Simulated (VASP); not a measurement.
# ZrS: single point with PBEsol+D3(BJ)

The system is ZrS.

```
CELL_PARAMETERS angstrom
0.00000 2.62500 2.62500
2.62500 0.00000 2.62500
2.62500 2.62500 0.00000
ATOMIC_POSITIONS crystal
Zr 0.50000 0.50000 0.50000
S 0.00000 0.00000 0.00000
```

```json
{
  "Program": "VASP 6.6.1",
  "Task": "single point",
  "Functional": "PBEsol",
  "Dispersion": "D3(BJ)",
  "Potentials or basis": "VASP PAW PBE potentials, release 64 (Zr_sv, S)",
  "Cutoff": "520 eV",
  "k mesh": "8 × 8 × 8",
  "Occupations": "gaussian, width 0.05 eV",
  "Spin": "no spin polarisation"
}
```

The pressure is -10.8 GPa. The band gap on the k mesh is zero (band 9 reaches 12.09 eV, above the bottom of band 10 at 9.25 eV) and the dispersion energy per atom is -0.478 eV.

Levels at points of the mesh, in eV from the Fermi level:
```csv
k point,band 7,band 8,band 9,band 10,band 11,band 12
"(0.00, 0.00, 0.00)",-3.58,-3.58,-1.41,-1.41,-1.41,-0.73
"(0.50, 0.00, 0.00)",-6.03,-6.03,1.42,1.42,1.72,1.81
"(0.50, 0.50, 0.00)",-4.53,-4.53,-3.51,0.46,2.32,2.32
```

Run time: 16 s on 1 thread of Intel(R) Xeon(R) Platinum 8488C (Sapphire Rapids), on a shared host, peak memory 0.16 GiB.

Caveat: the PAW data sets were made with another functional, which shifts forces and pressure a little; pairwise dispersion overbinds metals, which lowers pressure and volume.
